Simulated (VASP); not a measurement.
# BN (P6_3/mmc) in VASP: a series of runs, part 2 of 2

VASP 6.6.1. Earlier steps stand in the parts before.

## 4. Single point, revPBE

This run uses another cell than the first one, of 9.86 Å³/atom, 1.048 times its volume.

Input file INCAR:

```
PREC = Accurate
ENCUT = 600
EDIFF = 1E-6
ISMEAR = 0
SIGMA = 0.01
LREAL = False
LASPH = True
NELM = 120
ALGO = Normal
ISIF = 2
LWAVE = False
LCHARG = False
GGA = RE
NBANDS = 16
GGA_COMPAT = False
```

Input file KPOINTS:

```
Automatic mesh
0
Gamma
  8 8 3
```

Input file POSCAR:

```
BN
1.0
    2.5788834756      0.0000000000      0.0000000000
   -1.2894417378      2.2333793210      0.0000000000
    0.0000000000      0.0000000000      6.8499011621
B N
2 2
Direct
    0.3333333333      0.6666666667      0.2500000000
    0.6666666667      0.3333333333      0.7500000000
    0.3333333333      0.6666666667      0.7500000000
    0.6666666667      0.3333333333      0.2500000000
```

Potentials or basis: VASP PAW PBE potentials, release 64 (B, N).

On the command line:

```console
cat potpaw_PBE.64/B/POTCAR potpaw_PBE.64/N/POTCAR > POTCAR
mpirun -np 1 vasp_std > vasp.out
```

OUTCAR:

```text
PREC = Accurate
   ENCUT = 600
   EDIFF = 1E-6
   ISMEAR = 0
   LREAL = False
   LASPH = True
   NELM = 120
   ISIF = 2
   GGA = RE

 ion  position               nearest neighbor table
   1  0.333  0.667  0.250-   4 1.49   4 1.49   4 1.49
   2  0.667  0.333  0.750-   3 1.49   3 1.49   3 1.49
   3  0.333  0.667  0.750-   2 1.49   2 1.49   2 1.49
   4  0.667  0.333  0.250-   1 1.49   1 1.49   1 1.49

  LATTYP: Found a hexagonal cell.
 ALAT       =     2.5788834756
 C/A-ratio  =     2.6561499296

  Lattice vectors:

 A1 = (   2.5788834756,   0.0000000000,   0.0000000000)
 A2 = (  -1.2894417378,   2.2333793210,   0.0000000000)
 A3 = (   0.0000000000,   0.0000000000,   6.8499011621)

Analysis of symmetry for initial positions (statically):
=====================================================================
 Subroutine PRICEL returns:
 Original cell was already a primitive cell.

 Routine SETGRP: Setting up the symmetry group for a
 hexagonal supercell.

 Subroutine GETGRP returns: Found 24 space group operations
 (whereof 12 operations were pure point group operations)
 out of a pool of 24 trial point group operations.

The static configuration has the point symmetry D_3d.
 The point group associated with its full space group is D_6h.

Analysis of symmetry for dynamics (positions and initial velocities):
=====================================================================
 Subroutine PRICEL returns:
 Original cell was already a primitive cell.

 Routine SETGRP: Setting up the symmetry group for a
 hexagonal supercell.

 Subroutine GETGRP returns: Found 24 space group operations
 (whereof 12 operations were pure point group operations)
 out of a pool of 24 trial point group operations.

The dynamic configuration has the point symmetry D_3d.
 The point group associated with its full space group is D_6h.

 Subroutine INISYM returns: Found 24 space group operations
 (whereof 12 operations are pure point group operations),
 and found     1 'primitive' translations

----------------------------------------------------------------------------------------

                                     Primitive cell

  volume of cell :      39.4529

  direct lattice vectors                    reciprocal lattice vectors
     2.578883476  0.000000000  0.000000000     0.387764709  0.223875987  0.000000000
    -1.289441738  2.233379321  0.000000000     0.000000000  0.447751974  0.000000000
     0.000000000  0.000000000  6.849901162     0.000000000  0.000000000  0.145987508

  length of vectors
     2.578883476  2.578884097  6.849901162     0.447752082  0.447751974  0.145987508

  position of ions in fractional coordinates (direct lattice)
     0.333333333  0.666666667  0.250000000
     0.666666667  0.333333333  0.750000000
     0.333333333  0.666666667  0.750000000
     0.666666667  0.333333333  0.250000000

  ion indices of the primitive-cell ions
   primitive index   ion index
                 1           1
                 2           2
                 3           3
                 4           4

----------------------------------------------------------------------------------------

 KPOINTS: Automatic mesh
[... 22 lines left out ...]

 Following reciprocal coordinates:
            Coordinates               Weight
  0.000000  0.000000  0.000000      1.000000
  0.125000  0.000000  0.000000      6.000000
  0.250000  0.000000  0.000000      6.000000
  0.375000  0.000000  0.000000      6.000000
  0.500000  0.000000  0.000000      3.000000
  0.125000  0.125000  0.000000      6.000000
[... 12 lines left out ...]
  0.250000  0.250000  0.333333     12.000000
  0.375000  0.250000  0.333333     12.000000
   k-points           NKPTS =     20   k-points in BZ     NKDIM =     20   number of bands    NBANDS=     16
   number of dos      NEDOS =    301   number of ions     NIONS =      4
   total plane-waves  NPLWV =  32256
   dimension x,y,z NGX =    24 NGY =   24 NGZ =   56
   dimension x,y,z NGXF=    48 NGYF=   48 NGZF=  112
   ions per type =               2   2
   NGX,Y,Z   is equivalent  to a cutoff of  15.47, 15.47, 13.59 a.u.
   NGXF,Y,Z  is equivalent  to a cutoff of  30.94, 30.94, 27.18 a.u.
 SYSTEM =  unknown system
   PREC   = accura    normal or accurate (medium, high low for compatibility)
   ISTART =      0    job   : 0-new  1-cont  2-samecut
   ICHARG =      2    charge: 1-file 2-atom 10-const
   ISPIN  =      1    spin polarized calculation?
   LNONCOLLINEAR =      F non collinear calculations
   LSORBIT =      F    spin-orbit coupling
   LASPH  =      T    aspherical Exc in radial PAW
   ENCUT  =  600.0 eV  44.10 Ry    6.64 a.u.   5.15  5.15 13.68*2*pi/ulx,y,z
   NELM   =    120;   NELMIN=  2; NELMDL= -5     # of ELM steps
   EDIFF  = 0.1E-05   stopping-criterion for ELM
   LREAL  =      F    real-space projection
   EDIFFG = 0.1E-04   stopping-criterion for IOM
   NSW    =      0    number of steps for IOM
   IBRION =     -1    ionic relax: 0-MD 1-quasi-New 2-CG
   NFREE  =      0    steps in history (QN), initial steepest desc. (CG)
   ISIF   =      2    stress and relaxation
   ISYM   =      2    0-nonsym 1-usesym 2-fastsym
   POTIM  = 0.5000    time-step for ionic-motion
   TEBEG  =    0.0;   TEEND  =   0.0 temperature during run
   PSTRESS=    0.0 pullay stress
   NELECT =      16.0000    total number of electrons
   NUPDOWN=      -1.0000    fix difference up-down
   EMIN   =  10.00;   EMAX   =-10.00  energy-range for DOS
   EFERMI =   0.00;   METHOD = LEGACY
   ISMEAR =     0;   SIGMA  =   0.01  broadening in eV -4-tet -1-fermi 0-gaus
   EFERMI_NEDOS =   21; number of points for ismear=-14 and -15
   IALGO  =     38    algorithm
   IMIX   =      4    mixing-type and parameters
     AMIX     =   0.40;   BMIX     =  1.00
     AMIX_MAG =   1.60;   BMIX_MAG =  1.00
  volume/ion in A,a.u.               =       9.86        66.56
  Fermi-wavevector in a.u.,A,eV,Ry     =   1.211775  2.289923 19.978776  1.468399
  Thomas-Fermi vector in A             =   2.347280
   LORBIT       =      0    0 simple, 1 ext, 2 COOP (PROOUT), +10 PAW based schemes
   GGA     = RE    functional components
   LHFCALC =     F    Hartree Fock is set to
   AEXX    =    0.0000 exact exchange contribution
   IVDW    =     0    specifies the selected vdW correction
   LEPSILON=     F    determine dielectric tensor
   LRPA    =     F    only Hartree local field effects (RPA)
 non-spin polarized calculation
 Gauss-broadening in eV      SIGMA  =   0.01
  energy-cutoff  :      600.00
  volume of cell :       39.45
 maximum number of plane-waves:      1335
 NGX is ok and might be reduce to    24
   NGX = 11   NGY = 11   NGZ = 27

 number of electron      16.0000001 magnetization

 Free energy of the ion-electron system (eV)
  ---------------------------------------------------
  ext. energy  EPLUGINS =         0.00000000
  ---------------------------------------------------
  free energy    TOTEN  =       -33.85567704 eV

  energy without entropy =      -33.85567704  energy(sigma->0) =      -33.85567704

 E-fermi :   1.8241     XC(G=0):  -9.4961

 val. band max:        1.7728006463   @ k =   0.3750   0.2500   0.0000
 cond. band min:       6.0155436573   @ k =   0.5000   0.0000   0.0000
 fundamental gap:      4.2427430109
 Fermi energy:         1.8240797982

 k-point     1 :       0.0000    0.0000    0.0000
  band No.  band energies     occupation
      1     -15.5443      2.00000
      2     -15.3127      2.00000
      3      -3.8519      2.00000
      4      -2.0217      2.00000
      5       0.3554      2.00000
      6       0.3554      2.00000
[... 357 lines left out ...]
      3      -6.0655      2.00000
      4      -6.0269      2.00000
      5      -4.6039      2.00000
      6      -4.5716      2.00000
[... 8 lines left out ...]
     15      17.1351      0.00000
     16      17.7035      0.00000

------------------------ aborting loop because EDIFF is reached ----------------------------------------

  FORCE on cell =-STRESS in cart. coord.  units (eV):
  Direction    XX          YY          ZZ          XY          YZ          ZX
  --------------------------------------------------------------------------------------
  -------------------------------------------------------------------------------------
  Total       -5.1238881     -5.1238914      0.7654469      0.0000000      0.0000000      0.0000000
  in kB     -208.0806538   -208.0807875     31.0847319      0.0000000      0.0000000      0.0000000
  external PRESSURE =    -128.3589031 kB  Pullay stress =       0.0000000 kB

 VOLUME and BASIS-vectors are now :
 -----------------------------------------------------------------------------
  energy-cutoff  :      600.00
  volume of cell :       39.45
      direct lattice vectors                 reciprocal lattice vectors
     2.578883476  0.000000000  0.000000000     0.387764709  0.223875987  0.000000000
    -1.289441738  2.233379321  0.000000000     0.000000000  0.447751974  0.000000000
     0.000000000  0.000000000  6.849901162     0.000000000  0.000000000  0.145987508

 POSITION                                       TOTAL-FORCE (eV/Angst)
 -----------------------------------------------------------------------------------
     -0.00000      1.48892      1.71248        -0.000000     -0.000000      0.000000
      1.28944      0.74446      5.13743         0.000000      0.000000      0.000000
     -0.00000      1.48892      5.13743         0.000000     -0.000000      0.000000
      1.28944      0.74446      1.71248        -0.000000      0.000000      0.000000
 -----------------------------------------------------------------------------------
    total drift:                               -0.000000      0.000000      0.000000

  FREE ENERGIE OF THE ION-ELECTRON SYSTEM (eV)
  ---------------------------------------------------
  free  energy   TOTEN  =       -33.8556770353 eV

  energy  without entropy=      -33.8556770353  energy(sigma->0) =      -33.85567704
```

OSZICAR:

```text
N       E                     dE             d eps       ncg     rms          rms(c)
DAV:   1     0.574424098966E+02    0.57442E+02   -0.84246E+03   640   0.102E+03
DAV:   2    -0.329085894504E+02   -0.90351E+02   -0.82362E+02   864   0.239E+02
DAV:   3    -0.367787159916E+02   -0.38701E+01   -0.38496E+01   840   0.503E+01
DAV:   4    -0.368077543454E+02   -0.29038E-01   -0.29035E-01   760   0.453E+00
DAV:   5    -0.368080365011E+02   -0.28216E-03   -0.28215E-03   848   0.445E-01    0.106E+01
DAV:   6    -0.340638251398E+02    0.27442E+01   -0.49012E+00   824   0.177E+01    0.466E+00
DAV:   7    -0.339057142414E+02    0.15811E+00   -0.50079E-01   800   0.513E+00    0.302E+00
DAV:   8    -0.338591290549E+02    0.46585E-01   -0.21700E-01   872   0.310E+00    0.528E-01
DAV:   9    -0.338534459127E+02    0.56831E-02   -0.16150E-02   768   0.111E+00    0.168E-01
DAV:  10    -0.338553850280E+02   -0.19391E-02   -0.25481E-03   736   0.352E-01    0.427E-02
DAV:  11    -0.338556595759E+02   -0.27455E-03   -0.27969E-04   800   0.130E-01    0.264E-02
DAV:  12    -0.338556760730E+02   -0.16497E-04   -0.56663E-05   720   0.560E-02    0.399E-03
DAV:  13    -0.338556770353E+02   -0.96229E-06   -0.14865E-06   800   0.940E-03
   1 F= -.33855677E+02 E0= -.33855677E+02  d E =-.670314E-15
```

Run time: 6.6 s. Hardware: 1 thread of Intel Xeon 6975P-C (Granite Rapids), shared host; peak memory 0.17 GiB.

What came out:

* Free energy: -33.8557 eV
* Pressure: -12.8 GPa
* Band gap on the k mesh: 4.24 eV, indirect (least direct gap 4.52 eV)

Caveat: the PAW data sets were made with another functional, which shifts forces and pressure a little; this functional lacks dispersion, which binds the layers, so the pressure and a relaxed spacing across them are unreliable. A hybrid or GW would open this gap; revPBE tends to underestimate it.

## 5. Summary

| cell | gap on the mesh (eV) | pressure (GPa) |
| --- | --- | --- |
| a = 2.539, b = 2.539, c = 6.745 Å, angles 90.0, 90.0, 120.0°, 4 atoms | 4.30 | -3.6 |
| a = 2.559, b = 2.559, c = 6.798 Å, angles 90.0, 90.0, 120.0°, 4 atoms | 4.27 | -8.4 |
| a = 2.579, b = 2.579, c = 6.850 Å, angles 90.0, 90.0, 120.0°, 4 atoms | 4.24 | -12.8 |

Alike in all rows: task single point; level revPBE; potentials or basis VASP PAW PBE potentials, release 64 (B, N); no spin polarisation; k mesh 8 × 8 × 3; cutoff (eV) 600; smearing gaussian 0.01 eV.

Caveats: the PAW data sets were made with another functional, which shifts forces and pressure a little; this functional lacks dispersion, which binds the layers, so the pressure and a relaxed spacing across them are unreliable.

Absolute energies hang on the potentials; compare differences alone.
